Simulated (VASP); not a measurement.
# ZrGe4Mo (P-3m1) in VASP: further runs, part 2 of 2

VASP 6.6.1. Earlier steps stand in the parts before.

### 4 Relaxation of cell and atoms, PBE

This run uses another cell than the first one, of 18.85 Å³/atom.

INCAR

```
ALGO = Normal
EDIFF = 1E-6
EDIFFG = -0.04
ENCUT = 600
GGA = PE
IBRION = 2
ISIF = 3
ISMEAR = 0
LASPH = True
LCHARG = False
LREAL = False
LWAVE = False
NELM = 80
NSW = 90
PREC = Accurate
SIGMA = 0.1
```

KPOINTS

```
k-points
0
Gamma
  6 6 2
```

POSCAR

```
ZrGe4Mo
1.0
    3.2560355800      0.0000000000      0.0000000000
   -1.6280177900      2.8198095300      0.0000000000
    0.0000000000      0.0000000000     12.3161288200
Zr Ge Mo
1 4 1
Direct
    0.0000000000      0.0000000000      0.0000000000
    0.6666666700      0.3333333300      0.8719140300
    0.6666666700      0.3333333300      0.3771010000
    0.3333333300      0.6666666700      0.6228990000
    0.3333333300      0.6666666700      0.1280859700
    0.0000000000      0.0000000000      0.5000000000
```

The run is started by

```bash
cat potpaw_PBE.64/Zr_sv/POTCAR potpaw_PBE.64/Ge_d/POTCAR potpaw_PBE.64/Mo_sv/POTCAR > POTCAR
mpirun -np 1 vasp_std > vasp.out
```

It took 35 min on 1 thread of Intel Xeon Platinum 8488C (Sapphire Rapids), shared host; peak memory 0.33 GiB.

The run converged. Its results:

```yaml
Free_energy: -37.4380 eV
Relaxed_volume: 18.15 Å³/atom
Relaxed_cell: a = 3.125 Å, b = 3.125 Å, c = 12.877 Å, α = 90.00°, β = 90.00°, γ = 120.00°
Space_group_after_relaxing_to_0.1_Å: P-3m1 (No. 164)
Energy_gained_by_relaxing: 809.0 meV/atom
Ionic_steps: 22
Pressure_after_relaxing: 0.1 GPa
Largest_force_after_relaxing: 0.036 eV/Å
Band_gap_on_the_k_mesh: zero (bands 41 and 42 overlap by 2.16 eV)
```

Forces in eV/Å, atoms in the order of the input:
```
Zr   0.000  0.000  0.000
Ge   0.000  0.000  0.036
Ge   0.000  0.000  0.013
Ge   0.000  0.000 -0.013
Ge   0.000  0.000 -0.036
Mo   0.000  0.000  0.000
```

Stress tensor (GPa, compression positive):
```
0.07 0.00 0.00
0.00 0.07 0.00
0.00 0.00 0.28
```

The path:
| step | energy change (eV) | largest force (eV/Å) | pressure (GPa) | volume (Å³) |
| --- | --- | --- | --- | --- |
| 1 | 0.0000 | 4.9455 | 26.48 | 113.08 |
| 2 | -0.2983 | 1.5286 | -14.79 | 172.03 |
| 3 | -2.5221 | 1.7001 | -4.44 | 138.65 |
| 4 | -2.5330 | 1.8428 | -3.44 | 137.08 |
| 5 | -2.5337 | 1.9033 | -2.88 | 136.43 |
| 6 | -3.1944 | 1.6853 | -4.10 | 132.26 |
| 7 | -4.2443 | 0.3743 | -3.38 | 119.12 |
| 8 | -4.4008 | 1.2146 | 6.47 | 106.76 |
| 9 | -4.4278 | 0.9135 | 3.38 | 109.90 |
| 10 | -4.6715 | 0.9217 | 3.36 | 108.38 |
| 11 | -4.7502 | 0.8460 | 4.62 | 106.19 |
| 12 | -4.7641 | 0.9054 | 4.05 | 106.81 |
| 13 | -4.8096 | 0.1924 | -3.36 | 112.83 |
| 14 | -4.8357 | 0.2982 | -0.75 | 110.51 |
| 15 | -4.8357 | 0.3095 | -0.67 | 110.43 |
| 16 | -4.8460 | 0.1978 | -0.05 | 109.81 |
| 17 | -4.8499 | 0.1263 | 0.04 | 109.42 |
| 18 | -4.8518 | 0.0812 | 0.35 | 108.64 |
| 19 | -4.8521 | 0.0840 | 0.02 | 108.90 |
| 20 | -4.8521 | 0.0825 | 0.11 | 108.81 |
| 21 | -4.8537 | 0.0495 | 0.22 | 108.90 |
| 22 | -4.8538 | 0.0358 | 0.14 | 108.93 |

Final structure:
```cif
data_structure
_symmetry_space_group_name_H-M 'P 1'
_symmetry_Int_Tables_number 1
_cell_length_a 3.1254
_cell_length_b 3.1254
_cell_length_c 12.8766
_cell_angle_alpha 90.000
_cell_angle_beta 90.000
_cell_angle_gamma 120.000
_cell_volume 108.93
loop_
_atom_site_label
_atom_site_type_symbol
_atom_site_fract_x
_atom_site_fract_y
_atom_site_fract_z
_atom_site_occupancy
Zr1 Zr 0.00000 0.00000 0.00000 1
Ge1 Ge 0.66667 0.33333 0.82095 1
Ge2 Ge 0.66667 0.33333 0.35146 1
Ge3 Ge 0.33333 0.66667 0.64854 1
Ge4 Ge 0.33333 0.66667 0.17905 1
Mo1 Mo 0.00000 0.00000 0.50000 1
```

Levels at points of the mesh, in eV from the Fermi level:
| k point | band 37 | band 38 | band 39 | band 40 | band 41 | band 42 | band 43 | band 44 | band 45 | band 46 |
| --- | --- | --- | --- | --- | --- | --- | --- | --- | --- | --- |
| (0.00, 0.00, 0.00) | -0.77 | -0.77 | 0.78 | 0.78 | 1.13 | 1.13 | 2.64 | 3.32 | 3.32 | 3.79 |
| (0.50, 0.00, 0.00) | -2.62 | -2.27 | -1.58 | -0.70 | -0.38 | 0.67 | 1.35 | 2.33 | 2.36 | 2.64 |
| (0.00, 0.00, 0.50) | -0.77 | -0.77 | 0.78 | 0.78 | 1.13 | 1.13 | 3.04 | 3.26 | 3.32 | 3.32 |
| (0.50, 0.00, 0.50) | -2.21 | -1.65 | -1.36 | -1.21 | -0.69 | 1.24 | 1.29 | 1.65 | 2.64 | 3.09 |

Caveat: the k points lie up to 0.39 Å⁻¹ apart in the final cell, too coarse for converged energies and pressures of a metal.

### 5 Single point, PBE

This run uses another cell than the first one, of 18.04 Å³/atom.

INCAR

```
PREC = Accurate
ENCUT = 520
EDIFF = 1E-6
ISMEAR = 0
SIGMA = 0.1
LREAL = F
LASPH = T
NELM = 100
ALGO = Normal
ISIF = 2
LWAVE = F
LCHARG = T
GGA = PE
LELF = T
LVHAR = T
NBANDS = 50
```

KPOINTS

```
Automatic mesh
0
Gamma
  12 12 4
```

POSCAR

```
ZrGe4Mo
1.0
    3.1071359803      0.0000000000      0.0000000000
   -1.5535679902      2.6908586920      0.0000000000
    0.0000000000      0.0000000000     12.9440186941
Zr Ge Mo
1 4 1
Direct
    0.0000000000      0.0000000000      0.0000000000
    0.6666666667      0.3333333333      0.8223291391
    0.6666666667      0.3333333333      0.3515035238
    0.3333333333      0.6666666667      0.6484964762
    0.3333333333      0.6666666667      0.1776708609
    0.0000000000      0.0000000000      0.5000000000
```

Potentials or basis: VASP PAW PBE potentials, release 64 (Zr_sv, Ge_d, Mo_sv).

The run is started by

```bash
cat potpaw_PBE.64/Zr_sv/POTCAR potpaw_PBE.64/Ge_d/POTCAR potpaw_PBE.64/Mo_sv/POTCAR > POTCAR
mpirun -np 1 vasp_std > vasp.out
```

OUTCAR:

```text
PREC = Accurate
   ENCUT = 520
   EDIFF = 1E-6
   ISMEAR = 0
   LREAL = F
   LASPH = T
   NELM = 100
   ISIF = 2
   GGA = PE

 ion  position               nearest neighbor table
   1  0.000  0.000  0.000-   2 2.92   5 2.92   2 2.92   5 2.92   2 2.92   5 2.92
   2  0.667  0.333  0.822-   4 2.88   4 2.88   4 2.88   1 2.92   1 2.92   1 2.92
   3  0.667  0.333  0.352-   6 2.63   6 2.63   6 2.63   5 2.88   5 2.88   5 2.88
   4  0.333  0.667  0.648-   6 2.63   6 2.63   6 2.63   2 2.88   2 2.88   2 2.88
   5  0.333  0.667  0.178-   3 2.88   3 2.88   3 2.88   1 2.92   1 2.92   1 2.92
   6  0.000  0.000  0.500-   3 2.63   4 2.63   3 2.63   4 2.63   3 2.63   4 2.63

  LATTYP: Found a hexagonal cell.
 ALAT       =     3.1071359803
 C/A-ratio  =     4.1659002941

  Lattice vectors:

 A1 = (   3.1071359803,   0.0000000000,   0.0000000000)
 A2 = (  -1.5535679902,   2.6908586920,   0.0000000000)
 A3 = (   0.0000000000,   0.0000000000,  12.9440186941)

Analysis of symmetry for initial positions (statically):
=====================================================================
 Subroutine PRICEL returns:
 Original cell was already a primitive cell.

 Routine SETGRP: Setting up the symmetry group for a
 hexagonal supercell.

 Subroutine GETGRP returns: Found 12 space group operations
 (whereof 12 operations were pure point group operations)
 out of a pool of 24 trial point group operations.

The static configuration has the point symmetry D_3d.

Analysis of symmetry for dynamics (positions and initial velocities):
=====================================================================
 Subroutine PRICEL returns:
 Original cell was already a primitive cell.

 Routine SETGRP: Setting up the symmetry group for a
 hexagonal supercell.

 Subroutine GETGRP returns: Found 12 space group operations
 (whereof 12 operations were pure point group operations)
[... 130 lines left out ...]
     AMIX_MAG =   1.60;   BMIX_MAG =  1.00
  volume/ion in A,a.u.               =      18.04       121.72
  Fermi-wavevector in a.u.,A,eV,Ry     =   1.492471  2.820362 30.306582  2.227471
  Thomas-Fermi vector in A             =   2.604995
   LORBIT       =      0    0 simple, 1 ext, 2 COOP (PROOUT), +10 PAW based schemes
   GGA     = PE    functional components
   LHFCALC =     F    Hartree Fock is set to
   AEXX    =    0.0000 exact exchange contribution
   IVDW    =     0    specifies the selected vdW correction
   LEPSILON=     F    determine dielectric tensor
   LRPA    =     F    only Hartree local field effects (RPA)
 non-spin polarized calculation
 Gauss-broadening in eV      SIGMA  =   0.10
  energy-cutoff  :      520.00
  volume of cell :      108.22
 maximum number of plane-waves:      2936
   NGX = 11   NGY = 11   NGZ = 49

 number of electron      81.9999968 magnetization

 Free energy of the ion-electron system (eV)
  ---------------------------------------------------
  ext. energy  EPLUGINS =         0.00000000
  ---------------------------------------------------
  free energy    TOTEN  =       -37.50734137 eV

  energy without entropy =      -37.49475902  energy(sigma->0) =      -37.50105019

 E-fermi :   8.2394     XC(G=0): -11.8175

 val. band max:        8.2345400711   @ k =   0.1667   0.1667   0.0000
 cond. band min:       8.2746275832   @ k =   0.3333   0.1667   0.5000
 fundamental gap:      0.0400875122
 Fermi energy:         8.2393540723

 k-point     1 :       0.0000    0.0000    0.0000
  band No.  band energies     occupation
      1     -52.3004      2.00000
      2     -40.2379      2.00000
      3     -26.4202      2.00000
      4     -26.2090      2.00000
      5     -26.2090      2.00000
      6     -18.4683      2.00000
[... 1261 lines left out ...]
     49      13.5103      0.00000
     50      13.5391      0.00000

 [... further k-points ...]

------------------------ aborting loop because EDIFF is reached ----------------------------------------

  FORCE on cell =-STRESS in cart. coord.  units (eV):
  Direction    XX          YY          ZZ          XY          YZ          ZX
  --------------------------------------------------------------------------------------
  -------------------------------------------------------------------------------------
  Total        0.0787650      0.0787650      0.1318803     -0.0000000      0.0000000     -0.0000000
  in kB        1.1660666      1.1660666      1.9524061     -0.0000000      0.0000000     -0.0000000
  external PRESSURE =       1.4281798 kB  Pullay stress =       0.0000000 kB

 VOLUME and BASIS-vectors are now :
 -----------------------------------------------------------------------------
  energy-cutoff  :      520.00
  volume of cell :      108.22
      direct lattice vectors                 reciprocal lattice vectors
     3.107135980  0.000000000  0.000000000     0.321839793  0.185814291  0.000000000
    -1.553567990  2.690858692  0.000000000     0.000000000  0.371628582  0.000000000
     0.000000000  0.000000000 12.944018694     0.000000000  0.000000000  0.077255760

 POSITION                                       TOTAL-FORCE (eV/Angst)
 -----------------------------------------------------------------------------------
      0.00000      0.00000      0.00000        -0.000000      0.000000      0.000000
      1.55357      0.89695     10.64424         0.000000      0.000000      0.003213
      1.55357      0.89695      4.54987        -0.000000     -0.000000     -0.009856
     -0.00000      1.79391      8.39415         0.000000      0.000000      0.009856
     -0.00000      1.79391      2.29977         0.000000     -0.000000     -0.003213
      0.00000      0.00000      6.47201        -0.000000      0.000000      0.000000
 -----------------------------------------------------------------------------------
    total drift:                                0.000000     -0.000000      0.000000

  FREE ENERGIE OF THE ION-ELECTRON SYSTEM (eV)
  ---------------------------------------------------
  free  energy   TOTEN  =       -37.5073413666 eV

  energy  without entropy=      -37.4947590233  energy(sigma->0) =      -37.50105019
```

Run time: 5.3 min. Hardware: 1 thread of Intel Xeon Platinum 8488C (Sapphire Rapids), shared host; peak memory 0.45 GiB.

What came out:

```yaml
Free_energy: -37.5073 eV
Pressure: 0.1 GPa
Largest_force: 0.010 eV/Å
Band_gap_on_the_k_mesh: zero (bands 41 and 42 overlap by 2.30 eV)
```

Forces on the atoms (eV/Å):
```
Zr   0.000  0.000  0.000
Ge   0.000  0.000  0.003
Ge   0.000  0.000 -0.010
Ge   0.000  0.000  0.010
Ge   0.000  0.000 -0.003
Mo   0.000  0.000  0.000
```

### 6 Summary

```tsv
task	cell	k mesh	cutoff (eV)	gap on the mesh (eV)	pressure (GPa)	largest force (eV/Å)
single point	a = 3.120, b = 3.120, c = 12.918 Å, angles 90.0, 90.0, 120.0°, 6 atoms, atomic positions A	6 × 6 × 2	520	none	0.2	0.04
single point	a = 3.256, b = 3.256, c = 12.316 Å, angles 90.0, 90.0, 120.0°, 6 atoms, atomic positions B	6 × 6 × 2	520	none	26.4	4.95
relaxation of cell and atoms	relaxed from a = 3.256, b = 3.256, c = 12.316 Å, angles 90.0, 90.0, 120.0°, 6 atoms, atomic positions B	6 × 6 × 2	600	none	0.1	0.04
single point	a = 3.107, b = 3.107, c = 12.944 Å, angles 90.0, 90.0, 120.0°, 6 atoms, atomic positions A	12 × 12 × 4	520	none	0.1	0.01
```

Alike in all rows: level PBE; potentials or basis VASP PAW PBE potentials, release 64 (Zr_sv, Ge_d, Mo_sv); no spin polarisation; smearing gaussian 0.1 eV.

Caveats: some runs use coarse meshes; forces of over 1 eV/Å act on the atoms, so gaps and moduli don't describe the material at rest (at least some runs).

Absolute energies hang on the potentials; compare differences alone.
